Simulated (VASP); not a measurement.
# SiO2 (sol) (P4_2/mnm) in VASP: notebook, part 2 of 2

VASP 6.6.1. The steps go on from the part before.

## 4. Relaxation of cell and atoms, PBEsol

The input, INCAR:

```
PREC = Accurate
ENCUT = 600
EDIFF = 1E-6
ISMEAR = 0
SIGMA = 0.02
LREAL = False
LASPH = True
NELM = 80
ALGO = Normal
ISIF = 3
LWAVE = False
LCHARG = False
GGA = PS
IBRION = 2
NSW = 100
EDIFFG = -0.002
```

The input, KPOINTS:

```
regular mesh
0
Gamma
  6 6 8
```

The input, POSCAR:

```
SiO2
1.0
    4.1865000000      0.0000000000      0.0000000000
    0.0000000000      4.1865000000      0.0000000000
    0.0000000000      0.0000000000      2.6684000000
Si O
2 4
Direct
    0.0000000000      0.0000000000      0.0000000000
    0.5000000000      0.5000000000      0.5000000000
    0.3059000000      0.3059000000      0.0000000000
    0.1941000000      0.8059000000      0.5000000000
    0.6941000000      0.6941000000      0.0000000000
    0.8059000000      0.1941000000      0.5000000000
```

Potentials or basis: VASP PAW PBE potentials, release 64 (Si, O).

On the command line:

```
$ cat potpaw_PBE.64/Si/POTCAR potpaw_PBE.64/O/POTCAR > POTCAR
$ mpirun -np 1 vasp_std > vasp.out
```

OUTCAR:

```text
PREC = Accurate
   ENCUT = 600
   EDIFF = 1E-6
   ISMEAR = 0
   LREAL = False
   LASPH = True
   NELM = 80
   ISIF = 3
   GGA = PS
   IBRION = 2
   NSW = 100
   EDIFFG = -0.002

 ion  position               nearest neighbor table
   1  0.000  0.000  0.000-   4 1.76   6 1.76   4 1.76   6 1.76   5 1.81   3 1.81
   2  0.500  0.500  0.500-   3 1.76   5 1.76   3 1.76   5 1.76   4 1.81   6 1.81
   3  0.306  0.306  0.000-   2 1.76   2 1.76   1 1.81
   4  0.194  0.806  0.500-   1 1.76   1 1.76   2 1.81
   5  0.694  0.694  0.000-   2 1.76   2 1.76   1 1.81
   6  0.806  0.194  0.500-   1 1.76   1 1.76   2 1.81

  LATTYP: Found a simple tetragonal cell.
 ALAT       =     4.1865000000
 C/A-ratio  =     0.6373820614

  Lattice vectors:

 A1 = (   4.1865000000,   0.0000000000,   0.0000000000)
 A2 = (   0.0000000000,   4.1865000000,   0.0000000000)
 A3 = (   0.0000000000,   0.0000000000,   2.6684000000)

Analysis of symmetry for initial positions (statically):
=====================================================================
 Subroutine PRICEL returns:
 Original cell was already a primitive cell.
[... 181 lines left out ...]

  energy without entropy =      -48.99287865  energy(sigma->0) =      -48.99287865

------------------------ aborting loop because EDIFF is reached ----------------------------------------

  FORCE on cell =-STRESS in cart. coord.  units (eV):
  Direction    XX          YY          ZZ          XY          YZ          ZX
  --------------------------------------------------------------------------------------
  -------------------------------------------------------------------------------------
  Total        0.5999495      0.5999495      1.2968781     -0.0000000      0.0000000      0.0000000
  in kB       20.5528560     20.5528560     44.4279846     -0.0000000      0.0000000      0.0000000
  external PRESSURE =      28.5112322 kB  Pullay stress =       0.0000000 kB
[... 187 lines left out ...]
--------------------------------------- Ionic step        6  -------------------------------------------

 number of electron      32.0000001 magnetization

 Free energy of the ion-electron system (eV)
  ---------------------------------------------------
  ext. energy  EPLUGINS =         0.00000000
  ---------------------------------------------------
  free energy    TOTEN  =       -48.99709349 eV

  energy without entropy =      -48.99709349  energy(sigma->0) =      -48.99709349

 E-fermi :   8.0825     XC(G=0): -12.4661

 val. band max:        8.0038938003   @ k =   0.0000   0.0000   0.0000
 cond. band min:      13.3412021957   @ k =   0.0000   0.0000   0.0000
 fundamental gap:      5.3373083954
 Fermi energy:         8.0825124445

 k-point     1 :       0.0000    0.0000    0.0000
  band No.  band energies     occupation
      1     -14.4398      2.00000
      2     -10.8120      2.00000
      3     -10.8120      2.00000
      4     -10.5659      2.00000
      5      -2.8747      2.00000
      6       1.5743      2.00000
[... 541 lines left out ...]
     19      18.3217      0.00000
     20      18.3217      0.00000

 [... further k-points ...]
[... 5 lines left out ...]
  --------------------------------------------------------------------------------------
  -------------------------------------------------------------------------------------
  Total       -0.0037136     -0.0037136      0.0021856      0.0000000      0.0000000      0.0000000
  in kB       -0.1261990     -0.1261990      0.0742725      0.0000000      0.0000000      0.0000000
  external PRESSURE =      -0.0593752 kB  Pullay stress =       0.0000000 kB
[... 21 lines left out ...]
  FREE ENERGIE OF THE ION-ELECTRON SYSTEM (eV)
  ---------------------------------------------------
  free  energy   TOTEN  =       -48.9970934886 eV

  energy  without entropy=      -48.9970934886  energy(sigma->0) =      -48.99709349

 reached required accuracy - stopping structural energy minimisation
```

OSZICAR:

```text
N       E                     dE             d eps       ncg     rms          rms(c)
DAV:   1     0.181275230486E+03    0.18128E+03   -0.19928E+04  2016   0.174E+03
DAV:   2    -0.455304113717E+02   -0.22681E+03   -0.21814E+03  2712   0.344E+02
DAV:   3    -0.531327663171E+02   -0.76024E+01   -0.75813E+01  2400   0.671E+01
[... 39 lines left out ...]
       N       E                     dE             d eps       ncg     rms          rms(c)
DAV:   1    -0.489970993699E+02   -0.15015E-04   -0.25500E-03  2088   0.432E-01    0.238E-02
DAV:   2    -0.489970970480E+02    0.23219E-05   -0.81244E-05  2360   0.728E-02    0.109E-02
DAV:   3    -0.489970938995E+02    0.31485E-05   -0.36928E-06  2168   0.178E-02    0.394E-03
DAV:   4    -0.489970934886E+02    0.41091E-06   -0.11217E-06  1140   0.948E-03
   6 F= -.48997093E+02 E0= -.48997093E+02  d E =-.918486E-05
```

CONTCAR:

```text
SiO2
   1.00000000000000
     4.1922672921742379   -0.0000000000000000    0.0000000000000000
     0.0000000000000000    4.1922672921742379    0.0000000000000000
     0.0000000000000000    0.0000000000000000    2.6825750737788465
  Si              O
     2     4
Direct
     1.0000000000000000    0.0000000000000000    1.0000000000000000
     0.5000000000000000    0.5000000000000000    0.5000000000000000
     0.3058417789314122    0.3058417789314122    1.0000000000000000
     0.1941582210685878    0.8058417789314122    0.5000000000000000
     0.6941582210685878    0.6941582210685878    0.0000000000000000
     0.8058417789314122    0.1941582210685878    0.5000000000000000

  0.00000000E+00  0.00000000E+00  0.00000000E+00
  0.00000000E+00  0.00000000E+00  0.00000000E+00
  0.00000000E+00  0.00000000E+00  0.00000000E+00
  0.00000000E+00  0.00000000E+00  0.00000000E+00
  0.00000000E+00  0.00000000E+00  0.00000000E+00
  0.00000000E+00  0.00000000E+00  0.00000000E+00
```

It took 4.5 min on 1 thread of Intel Xeon 8259CL, shared host; peak memory 0.17 GiB.

Results:

```yaml
Free_energy: -48.9971 eV
Relaxed_volume: 7.86 Å³/atom
Relaxed_cell: a = 4.192 Å, b = 4.192 Å, c = 2.683 Å, α = 90.00°, β = 90.00°, γ = 90.00°
Space_group_after_relaxing_to_0.05_Å: P4_2/mnm (No. 136)
Energy_gained_by_relaxing: 0.7 meV/atom
Ionic_steps: 6
Pressure_after_relaxing: 0.0 GPa
Band_gap_on_the_k_mesh: 5.34 eV, direct
```

The path:
```csv
step,energy change (eV),largest force (eV/Å),pressure (GPa),volume (Å³)
1,0.0000,0.0463,2.85,46.77
2,0.0035,0.1237,-3.90,47.71
3,-0.0041,0.0284,-0.09,47.16
4,-0.0042,0.0207,0.00,47.15
5,-0.0042,0.0080,-0.02,47.15
6,-0.0042,0.0017,-0.01,47.15
```

Final structure:
```cif
data_structure
_symmetry_space_group_name_H-M 'P 1'
_symmetry_Int_Tables_number 1
_cell_length_a 4.1923
_cell_length_b 4.1923
_cell_length_c 2.6826
_cell_angle_alpha 90.000
_cell_angle_beta 90.000
_cell_angle_gamma 90.000
_cell_volume 47.15
loop_
_atom_site_label
_atom_site_type_symbol
_atom_site_fract_x
_atom_site_fract_y
_atom_site_fract_z
_atom_site_occupancy
Si1 Si 0.00000 0.00000 0.00000 1
Si2 Si 0.50000 0.50000 0.50000 1
O1 O 0.30584 0.30584 0.00000 1
O2 O 0.19416 0.80584 0.50000 1
O3 O 0.69416 0.69416 0.00000 1
O4 O 0.80584 0.19416 0.50000 1
```

Levels at points of the mesh, in eV from the valence-band top:
| k point | band 13 | band 14 | band 15 | band 16 | band 17 | band 18 | band 19 | band 20 |
| --- | --- | --- | --- | --- | --- | --- | --- | --- |
| (0.00, 0.00, 0.00) | -2.52 | -0.88 | -0.88 | 0.00 | 5.34 | 6.45 | 8.21 | 8.21 |
| (0.50, 0.00, 0.00) | -2.69 | -2.69 | -1.07 | -1.07 | 7.48 | 7.48 | 8.79 | 8.79 |
| (0.50, 0.50, 0.00) | -2.70 | -2.70 | -2.27 | -2.27 | 7.17 | 7.17 | 9.79 | 9.79 |
| (0.00, 0.00, 0.50) | -3.09 | -3.09 | -2.68 | -2.68 | 8.86 | 8.86 | 12.33 | 12.33 |
| (0.50, 0.00, 0.50) | -2.28 | -2.28 | -1.76 | -1.76 | 8.56 | 8.56 | 9.62 | 9.62 |
| (0.50, 0.50, 0.50) | -1.76 | -1.76 | -1.55 | -1.55 | 6.94 | 6.94 | 10.75 | 10.75 |

Caveat: the PAW data sets were made with another functional, which shifts forces and pressure a little.

## 5. Summary

| task | cell | k mesh | cutoff (eV) | smearing | gap on the mesh (eV) | pressure (GPa) | largest force (eV/Å) |
| --- | --- | --- | --- | --- | --- | --- | --- |
| single point | a = 4.186, b = 4.186, c = 2.668 Å, 6 atoms | 4 × 4 × 6 | 520 | gaussian 0.1 eV | 5.50 | 3.2 | 0.05 |
| single point | a = 4.194, b = 4.194, c = 2.678 Å, 6 atoms | 6 × 6 × 8 | 520 | gaussian 0.02 eV | 5.36 | 0.7 | 0.03 |
| relaxation of cell and atoms | relaxed from a = 4.186, b = 4.186, c = 2.668 Å, 6 atoms | 6 × 6 × 8 | 600 | gaussian 0.02 eV | 5.34 | 0.0 | - |

Alike in all rows: level PBEsol; potentials or basis VASP PAW PBE potentials, release 64 (Si, O); no spin polarisation.

Caveats: the PAW data sets were made with another functional, which shifts forces and pressure a little.

Total energies depend on the potentials used, so only differences within one code and one set of settings carry meaning.
